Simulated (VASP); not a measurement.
# LiF (P4/mmm) in VASP: further runs

LiF is run at these levels: PBE; tasks: single point, relaxation of cell and atoms.

Everything below comes from runs of VASP 6.6.1. Logs are shortened: lines on timing, memory, paths and dates and some standing lists are left out, and cuts for length are marked.

### Step 1. The cell of the first run

It takes space group P4/mmm (No. 123, tetragonal). Conventional cell: a = 2.695 Å, b = 2.695 Å, c = 4.452 Å, α = 90.00°, β = 90.00°, γ = 90.00°. Within 2.5 Å of Li (site symmetry 4/mmm) lie 4 F at 1.91 Å. F (site symmetry 4/mmm) has 4 Li at 1.91 Å within 2.5 Å.

The cell was built from a structure type or drawn by symmetry, and may not be a known phase.

### Step 2. Single point, PBE

The input, INCAR:

```
SYSTEM = LiF
ALGO = Normal
EDIFF = 1E-6
ENCUT = 520
GGA = PE
ISIF = 2
ISMEAR = 0
LASPH = .TRUE.
LCHARG = .FALSE.
LREAL = .FALSE.
LWAVE = .FALSE.
NBANDS = 12
NELM = 100
PREC = Accurate
SIGMA = 0.02
```

The input, KPOINTS:

```
k-points
0
G
  8 8 6
  0 0 0
```

The input, POSCAR:

```
LiF
1.0
    2.6950672281      0.0000000000      0.0000000000
    0.0000000000      2.6950672281      0.0000000000
    0.0000000000      0.0000000000      4.4518834996
Li F
1 1
Direct
    0.0000000000      0.0000000000      0.0000000000
    0.5000000000      0.5000000000      0.0000000000
```

Potentials or basis: VASP PAW PBE potentials, release 64 (Li_sv, F).

Command:

```bash
> cat potpaw_PBE.64/Li_sv/POTCAR potpaw_PBE.64/F/POTCAR > POTCAR
> mpirun -np 1 vasp_std > vasp.out
```

OUTCAR:

```text
SYSTEM = LiF
   EDIFF = 1E-6
   ENCUT = 520
   GGA = PE
   ISIF = 2
   ISMEAR = 0
   LASPH = .TRUE.
   LREAL = .FALSE.
   NELM = 100
   PREC = Accurate

 ion  position               nearest neighbor table
   1  0.000  0.000  0.000-   2 1.91   2 1.91   2 1.91   2 1.91
   2  0.500  0.500  0.000-   1 1.91   1 1.91   1 1.91   1 1.91

  LATTYP: Found a simple tetragonal cell.
 ALAT       =     2.6950672281
 C/A-ratio  =     1.6518636170

  Lattice vectors:

 A1 = (   2.6950672281,   0.0000000000,   0.0000000000)
 A2 = (   0.0000000000,   2.6950672281,   0.0000000000)
 A3 = (   0.0000000000,   0.0000000000,   4.4518834996)

Analysis of symmetry for initial positions (statically):
=====================================================================
 Subroutine PRICEL returns:
 Original cell was already a primitive cell.

 Routine SETGRP: Setting up the symmetry group for a
 simple tetragonal supercell.

 Subroutine GETGRP returns: Found 16 space group operations
 (whereof 16 operations were pure point group operations)
 out of a pool of 16 trial point group operations.

The static configuration has the point symmetry D_4h.

Analysis of symmetry for dynamics (positions and initial velocities):
=====================================================================
 Subroutine PRICEL returns:
 Original cell was already a primitive cell.

 Routine SETGRP: Setting up the symmetry group for a
 simple tetragonal supercell.

 Subroutine GETGRP returns: Found 16 space group operations
 (whereof 16 operations were pure point group operations)
 out of a pool of 16 trial point group operations.

The dynamic configuration has the point symmetry D_4h.

 Subroutine INISYM returns: Found 16 space group operations
 (whereof 16 operations are pure point group operations),
 and found     1 'primitive' translations

----------------------------------------------------------------------------------------

                                     Primitive cell

  volume of cell :      32.3358

  direct lattice vectors                    reciprocal lattice vectors
     2.695067228  0.000000000  0.000000000     0.371048258  0.000000000  0.000000000
     0.000000000  2.695067228  0.000000000     0.000000000  0.371048258  0.000000000
     0.000000000  0.000000000  4.451883500     0.000000000  0.000000000  0.224624027

  length of vectors
     2.695067228  2.695067228  4.451883500     0.371048258  0.371048258  0.224624027

  position of ions in fractional coordinates (direct lattice)
     0.000000000  0.000000000  0.000000000
     0.500000000  0.500000000  0.000000000

  ion indices of the primitive-cell ions
   primitive index   ion index
                 1           1
                 2           2

----------------------------------------------------------------------------------------

 KPOINTS: k-points

Automatic generation of k-mesh.
 Grid dimensions read from file:
 generate k-points for:    8    8    6

 Generating k-lattice:

  Cartesian coordinates                     Fractional coordinates (reciprocal lattice)
     0.046381032  0.000000000  0.000000000     0.125000000  0.000000000  0.000000000
     0.000000000  0.046381032  0.000000000     0.000000000  0.125000000  0.000000000
     0.000000000  0.000000000  0.037437338     0.000000000  0.000000000  0.166666667

  Length of vectors
     0.046381032  0.046381032  0.037437338

  Shift w.r.t. Gamma in fractional coordinates (k-lattice)
     0.000000000  0.000000000  0.000000000

 Subroutine IBZKPT returns following result:
 ===========================================

 Found     60 irreducible k-points:

 Following reciprocal coordinates:
            Coordinates               Weight
  0.000000  0.000000  0.000000      1.000000
  0.125000  0.000000  0.000000      4.000000
  0.250000  0.000000  0.000000      4.000000
  0.375000  0.000000  0.000000      4.000000
  0.500000  0.000000  0.000000      2.000000
  0.125000  0.125000  0.000000      4.000000
[... 16 lines left out ...]
  0.375000  0.125000  0.166667     16.000000
  0.500000  0.125000  0.166667      8.000000
 [... further k-points ...]
   k-points           NKPTS =     60   k-points in BZ     NKDIM =     60   number of bands    NBANDS=     12
   number of dos      NEDOS =    301   number of ions     NIONS =      2
   total plane-waves  NPLWV =  14400
   dimension x,y,z NGX =    20 NGY =   20 NGZ =   36
   dimension x,y,z NGXF=    40 NGYF=   40 NGZF=   72
   ions per type =               1   1
   NGX,Y,Z   is equivalent  to a cutoff of  12.34, 12.34, 13.44 a.u.
   NGXF,Y,Z  is equivalent  to a cutoff of  24.67, 24.67, 26.89 a.u.
 SYSTEM =  LiF
   PREC   = accura    normal or accurate (medium, high low for compatibility)
   ISTART =      0    job   : 0-new  1-cont  2-samecut
   ICHARG =      2    charge: 1-file 2-atom 10-const
   ISPIN  =      1    spin polarized calculation?
   LNONCOLLINEAR =      F non collinear calculations
   LSORBIT =      F    spin-orbit coupling
[... 64 lines left out ...]
      3      -5.2815      2.00000
      4      -4.3766      2.00000
      5      -4.3766      2.00000
      6       1.7607      0.00000
      7       7.6764      0.00000
      8      11.9987      0.00000
      9      15.7914      0.00000
     10      18.5668      0.00000
     11      18.5668      0.00000
     12      22.6134      0.00000

 k-point     2 :       0.1250    0.0000    0.0000
  band No.  band energies     occupation
      1     -45.2526      2.00000
      2     -23.6028      2.00000
      3      -5.1924      2.00000
      4      -4.6602      2.00000
      5      -4.3253      2.00000
      6       2.1126      0.00000
      7       7.7323      0.00000
      8      12.1067      0.00000
      9      14.5076      0.00000
     10      18.2876      0.00000
     11      19.0479      0.00000
     12      20.1741      0.00000

 k-point     3 :       0.2500    0.0000    0.0000
  band No.  band energies     occupation
      1     -45.2391      2.00000
      2     -23.5498      2.00000
      3      -5.2849      2.00000
      4      -4.9687      2.00000
      5      -4.1987      2.00000
      6       3.1023      0.00000
      7       7.8770      0.00000
      8      11.4949      0.00000
      9      12.9133      0.00000
     10      17.1603      0.00000
     11      17.5689      0.00000
     12      18.1108      0.00000

 k-point     4 :       0.3750    0.0000    0.0000
  band No.  band energies     occupation
      1     -45.2255      2.00000
      2     -23.4950      2.00000
      3      -5.8468      2.00000
      4      -4.7313      2.00000
      5      -4.0681      2.00000
      6       4.6357      0.00000
      7       8.0424      0.00000
      8       9.1545      0.00000
      9      12.5136      0.00000
     10      15.1508      0.00000
     11      16.8340      0.00000
     12      17.6373      0.00000

 k-point     5 :       0.5000    0.0000    0.0000
  band No.  band energies     occupation
      1     -45.2199      2.00000
      2     -23.4719      2.00000
      3      -6.0654      2.00000
      4      -4.6284      2.00000
      5      -4.0127      2.00000
      6       6.3294      0.00000
      7       7.0877      0.00000
      8       8.1199      0.00000
      9      12.3552      0.00000
     10      14.4381      0.00000
     11      16.5324      0.00000
     12      17.6212      0.00000
[... 228 lines left out ...]
      1     -45.2473      2.00000
      2     -23.5764      2.00000
      3      -5.1654      2.00000
      4      -4.6982      2.00000
      5      -4.5460      2.00000
      6       2.6994      0.00000
      7       7.4791      0.00000
      8      12.7329      0.00000
      9      14.2398      0.00000
     10      16.5404      0.00000
     11      18.8454      0.00000
     12      20.0102      0.00000

 k-point    22 :       0.2500    0.1250    0.1667
  band No.  band energies     occupation
      1     -45.2342      2.00000
      2     -23.5125      2.00000
      3      -5.2954      2.00000
      4      -4.9382      2.00000
      5      -4.5219      2.00000
      6       3.6199      0.00000
      7       7.8335      0.00000
      8      12.2712      0.00000
      9      12.9349      0.00000
     10      15.7972      0.00000
     11      16.9551      0.00000
     12      19.3118      0.00000

 k-point    23 :       0.3750    0.1250    0.1667
  band No.  band energies     occupation
      1     -45.2210      2.00000
      2     -23.4473      2.00000
      3      -5.8763      2.00000
      4      -4.6997      2.00000
      5      -4.4463      2.00000
      6       5.0364      0.00000
      7       8.0700      0.00000
      8      10.0953      0.00000
      9      12.2300      0.00000
     10      15.7569      0.00000
     11      16.0321      0.00000
     12      18.0185      0.00000

 k-point    24 :       0.5000    0.1250    0.1667
  band No.  band energies     occupation
      1     -45.2156      2.00000
      2     -23.4200      2.00000
      3      -6.1031      2.00000
      4      -4.5965      2.00000
      5      -4.4139      2.00000
      6       6.6337      0.00000
      7       7.0499      0.00000
      8       9.3799      0.00000
      9      11.7864      0.00000
     10      15.5484      0.00000
     11      15.8943      0.00000
     12      17.7451      0.00000

 [... further k-points ...]
[... 5 lines left out ...]
  --------------------------------------------------------------------------------------
  -------------------------------------------------------------------------------------
  Total       -0.0099710     -0.0099710     -0.0358610      0.0000000     -0.0000000      0.0000000
  in kB       -0.4940426     -0.4940426     -1.7768489      0.0000000     -0.0000000      0.0000000
  external PRESSURE =      -0.9216447 kB  Pullay stress =       0.0000000 kB

 VOLUME and BASIS-vectors are now :
 -----------------------------------------------------------------------------
  energy-cutoff  :      520.00
  volume of cell :       32.34
      direct lattice vectors                 reciprocal lattice vectors
     2.695067228  0.000000000  0.000000000     0.371048258  0.000000000  0.000000000
     0.000000000  2.695067228  0.000000000     0.000000000  0.371048258  0.000000000
     0.000000000  0.000000000  4.451883500     0.000000000  0.000000000  0.224624027

 POSITION                                       TOTAL-FORCE (eV/Angst)
 -----------------------------------------------------------------------------------
      0.00000      0.00000      0.00000         0.000000      0.000000      0.000000
      1.34753      1.34753      0.00000         0.000000      0.000000      0.000000
 -----------------------------------------------------------------------------------
    total drift:                               -0.000000      0.000000     -0.000000

  FREE ENERGIE OF THE ION-ELECTRON SYSTEM (eV)
  ---------------------------------------------------
  free  energy   TOTEN  =        -9.4035893996 eV

  energy  without entropy=       -9.4035893996  energy(sigma->0) =       -9.40358940
```

Run time: 13 s. Hardware: 1 thread of Intel Xeon Platinum 8259CL at 2.50GHz (Skylake/Cascade Lake), shared host; peak memory 0.14 GiB.

What came out:

```
Free energy            : -9.4036 eV
Band gap on the k mesh : 5.77 eV (least direct gap 6.14 eV)
```

Caveat: the cutoff is under 1.25 times the usual one of these potentials, so pressure, stress and relaxed cells hold a basis-set (Pulay) error.

### Step 3. Relaxation of cell and atoms, PBE

The input, INCAR:

```
SYSTEM = LiF
PREC = Accurate
ENCUT = 600
EDIFF = 1E-7
ISMEAR = 0
SIGMA = 0.02
LREAL = .FALSE.
LASPH = .TRUE.
NELM = 100
ALGO = Normal
ISIF = 3
LWAVE = .FALSE.
LCHARG = .FALSE.
GGA = PE
IBRION = 2
NSW = 100
EDIFFG = -0.01
```

The input, KPOINTS:

```
Automatic mesh
0
G
  8 8 6
  0 0 0
```

POSCAR is that of step 2.

Potentials or basis: VASP PAW PBE potentials, release 64 (Li_sv, F).

Command:

```bash
> cat potpaw_PBE.64/Li_sv/POTCAR potpaw_PBE.64/F/POTCAR > POTCAR
> mpirun -np 1 vasp_std > vasp.out
```

Wall time 85 s (1 thread of Intel Xeon Platinum 8259CL at 2.50GHz (Skylake/Cascade Lake), shared host); peak memory 0.16 GiB.

It converged, with:

| Property | Result |
| --- | --- |
| Free energy | -9.4119 eV |
| Relaxed volume | 14.06 Å³/atom |
| Relaxed cell | a = 2.690 Å, b = 2.690 Å, c = 3.888 Å, α = 90.00°, β = 90.00°, γ = 90.00° |
| Space group after relaxing (to 0.1 Å) | P4/mmm (No. 123) |
| Energy gained by relaxing | 3.1 meV/atom |
| Ionic steps | 12 |
| Pressure after relaxing | -0.1 GPa |
| Band gap on the k mesh | 5.96 eV (least direct gap 6.33 eV) |

Stress tensor (GPa, compression positive):
```
-0.10  0.00  0.00
 0.00 -0.10  0.00
 0.00  0.00  0.04
```

Step by step:
```
step  energy change (eV)  largest force (eV/Å)  pressure (GPa)  volume (Å³)
   1              0.0000                0.0000           -0.25        32.34
   2             -0.0002                0.0000           -0.16        32.22
   3             -0.0003                0.0000            0.08        31.92
   4             -0.0004                0.0000            0.12        31.86
   5             -0.0006                0.0000            0.15        31.70
   6             -0.0011                0.0000            0.22        31.36
   7             -0.0020                0.0000            0.37        30.70
   8             -0.0032                0.0000            0.72        29.37
   9             -0.0034                0.0000            0.68        29.32
  10             -0.0042                0.0000            0.57        29.15
  11             -0.0054                0.0000            0.36        28.81
  12             -0.0061                0.0000           -0.05        28.12
```

Final structure:
```cif
data_structure
_symmetry_space_group_name_H-M 'P 1'
_symmetry_Int_Tables_number 1
_cell_length_a 2.6895
_cell_length_b 2.6895
_cell_length_c 3.8881
_cell_angle_alpha 90.000
_cell_angle_beta 90.000
_cell_angle_gamma 90.000
_cell_volume 28.12
loop_
_atom_site_label
_atom_site_type_symbol
_atom_site_fract_x
_atom_site_fract_y
_atom_site_fract_z
_atom_site_occupancy
Li1 Li 0.00000 0.00000 0.00000 1
F1 F 0.50000 0.50000 0.00000 1
```

Levels at points of the mesh, in eV from the valence-band top:
| k point | band 1 | band 2 | band 3 | band 4 | band 5 | band 6 | band 7 | band 8 | band 9 |
| --- | --- | --- | --- | --- | --- | --- | --- | --- | --- |
| (0.00, 0.00, 0.00) | -41.24 | -19.63 | -1.14 | -0.37 | -0.37 | 5.96 | 13.33 | 17.88 | 19.68 |
| (0.50, 0.00, 0.00) | -41.20 | -19.48 | -2.10 | -0.54 | -0.01 | 10.41 | 11.31 | 13.34 | 17.44 |
| (0.50, 0.50, 0.00) | -41.17 | -19.10 | -2.39 | -2.39 | -0.17 | 14.64 | 15.27 | 15.27 | 17.25 |
| (0.00, 0.00, 0.50) | -41.24 | -19.62 | -1.68 | -0.36 | -0.36 | 7.74 | 11.22 | 20.41 | 21.30 |
| (0.50, 0.00, 0.50) | -41.20 | -19.47 | -2.02 | -0.80 | 0.00 | 9.22 | 13.18 | 13.26 | 16.45 |
| (0.50, 0.50, 0.50) | -41.17 | -19.09 | -2.35 | -2.35 | -0.33 | 13.74 | 15.09 | 15.09 | 17.66 |

Caveat: the cutoff is under 1.25 times the usual one of these potentials, so pressure, stress and relaxed cells hold a basis-set (Pulay) error. A k mesh can miss the band edges.

### Step 4. Single point, PBE

The input, INCAR:

```
SYSTEM = LiF
PREC = Accurate
ENCUT = 520
EDIFF = 1E-6
ISMEAR = 0
SIGMA = 0.02
LREAL = .False.
LASPH = .True.
NELM = 100
ALGO = Fast
ISIF = 2
LWAVE = .False.
LCHARG = .False.
GGA = PE
NBANDS = 12
```

The input, KPOINTS:

```
regular mesh
0
Gamma
  8 8 6
  0 0 0
```

POSCAR is that of step 3.

Command:

```bash
> cat potpaw_PBE.64/Li_sv/POTCAR potpaw_PBE.64/F/POTCAR > POTCAR
> mpirun -np 1 vasp_std > vasp.out
```

Wall time 17 s (1 thread of Intel Xeon Platinum 8259CL at 2.50GHz (Skylake/Cascade Lake), shared host); peak memory 0.14 GiB.

The run converged. Its results:

```
Free energy            : -9.4036 eV
Band gap on the k mesh : 5.77 eV (least direct gap 6.14 eV)
```

Levels at points of the mesh, in eV from the valence-band top:
| k point | band 1 | band 2 | band 3 | band 4 | band 5 | band 6 | band 7 | band 8 | band 9 | band 10 |
| --- | --- | --- | --- | --- | --- | --- | --- | --- | --- | --- |
| (0.00, 0.00, 0.00) | -41.25 | -19.61 | -1.27 | -0.37 | -0.37 | 5.77 | 11.69 | 16.01 | 19.80 | 22.58 |
| (0.50, 0.00, 0.00) | -41.21 | -19.46 | -2.05 | -0.62 | 0.00 | 10.34 | 11.10 | 12.13 | 16.37 | 18.45 |
| (0.50, 0.50, 0.00) | -41.18 | -19.09 | -2.36 | -2.36 | -0.22 | 14.75 | 15.25 | 15.25 | 16.22 | 16.54 |
| (0.00, 0.00, 0.50) | -41.25 | -19.61 | -1.53 | -0.36 | -0.36 | 7.20 | 9.78 | 18.54 | 20.16 | 21.89 |
| (0.50, 0.00, 0.50) | -41.21 | -19.46 | -2.03 | -0.72 | 0.00 | 9.38 | 12.42 | 12.64 | 15.02 | 20.66 |
| (0.50, 0.50, 0.50) | -41.18 | -19.09 | -2.34 | -2.34 | -0.27 | 13.96 | 15.12 | 15.12 | 17.09 | 17.09 |

Caveat: the cutoff is under 1.25 times the usual one of these potentials, so pressure, stress and relaxed cells hold a basis-set (Pulay) error.

### Step 5. Relaxation of cell and atoms, PBE

This run uses another cell than the first one, of 14.25 Å³/atom.

The input, INCAR:

```
PREC = Accurate
ENCUT = 600
EDIFF = 1E-6
ISMEAR = 0
SIGMA = 0.02
LREAL = F
LASPH = T
NELM = 100
ALGO = Normal
ISIF = 3
LWAVE = F
LCHARG = F
GGA = PE
IBRION = 2
NSW = 100
EDIFFG = -0.01
```

The input, KPOINTS:

```
regular mesh
0
Gamma
  8 8 6
```

The input, POSCAR:

```
LiF
1.0
    2.6943952136      0.0000000000      0.0000000000
    0.0000000000      2.6943952136      0.0000000000
    0.0000000000      0.0000000000      3.9249871704
Li F
1 1
Direct
    0.0000000000      0.0000000000      0.0000000000
    0.5000000000      0.5000000000      0.0000000000
```

Command:

```bash
> cat potpaw_PBE.64/Li_sv/POTCAR potpaw_PBE.64/F/POTCAR > POTCAR
> mpirun -np 1 vasp_std > vasp.out
```

It took 14 s on 1 thread of Intel Xeon Platinum 8259CL at 2.50GHz (Skylake/Cascade Lake), shared host; peak memory 0.15 GiB.

The run converged. Its results:

| Quantity | Value |
| --- | --- |
| Free energy | -9.4018 eV |
| Relaxed volume | 14.21 Å³/atom |
| Relaxed cell | a = 2.691 Å, b = 2.691 Å, c = 3.924 Å, α = 90.00°, β = 90.00°, γ = 90.00° |
| Space group after relaxing (to 0.1 Å) | P4/mmm (No. 123) |
| Energy gained by relaxing | 0.0 meV/atom |
| Ionic steps | 2 |
| Pressure after relaxing | -0.1 GPa |
| Band gap on the k mesh | 5.94 eV (least direct gap 6.31 eV) |

Final structure:
```
Li F
1.0
     2.69116    0.00000    0.00000
     0.00000    2.69116    0.00000
     0.00000    0.00000    3.92439
Li F
1 1
Direct
  0.00000 0.00000 0.00000
  0.50000 0.50000 0.00000
```

Levels at points of the mesh, in eV from the valence-band top:
| k point | band 2 | band 3 | band 4 | band 5 | band 6 | band 7 | band 8 | band 9 |
| --- | --- | --- | --- | --- | --- | --- | --- | --- |
| (0.00, 0.00, 0.00) | -19.63 | -1.14 | -0.37 | -0.37 | 5.94 | 13.20 | 17.75 | 19.68 |
| (0.50, 0.00, 0.00) | -19.47 | -2.09 | -0.55 | -0.01 | 10.39 | 11.28 | 13.23 | 17.35 |
| (0.50, 0.50, 0.00) | -19.10 | -2.39 | -2.39 | -0.18 | 14.65 | 15.25 | 15.25 | 16.96 |
| (0.00, 0.00, 0.50) | -19.62 | -1.66 | -0.36 | -0.36 | 7.70 | 11.10 | 20.38 | 21.10 |
| (0.50, 0.00, 0.50) | -19.46 | -2.02 | -0.79 | 0.00 | 9.23 | 13.11 | 13.21 | 16.34 |
| (0.50, 0.50, 0.50) | -19.09 | -2.35 | -2.35 | -0.32 | 13.75 | 15.09 | 15.09 | 17.61 |

Caveat: the cutoff is under 1.25 times the usual one of these potentials, so pressure, stress and relaxed cells hold a basis-set (Pulay) error. A k mesh can miss the band edges.

### Step 6. Summary

| task | cell | cutoff (eV) | gap on the mesh (eV) | pressure (GPa) | relaxed volume (Å³/atom) |
| --- | --- | --- | --- | --- | --- |
| single point | a = 2.695, b = 2.695, c = 4.452 Å, 2 atoms | 520 | 5.77 | - | - |
| relaxation of cell and atoms | relaxed from a = 2.695, b = 2.695, c = 4.452 Å, 2 atoms | 600 | 5.96 | -0.1 | 14.06 |
| relaxation of cell and atoms | relaxed from a = 2.694, b = 2.694, c = 3.925 Å, 2 atoms | 600 | 5.94 | -0.1 | 14.21 |

Alike in all rows: level PBE; potentials or basis VASP PAW PBE potentials, release 64 (Li_sv, F); no spin polarisation; k mesh 8 × 8 × 6; smearing gaussian 0.02 eV.

Caveats: the cutoff is under 1.25 times the usual one of these potentials, so pressure, stress and relaxed cells hold a basis-set (Pulay) error.

Absolute energies hang on the potentials; compare differences alone.
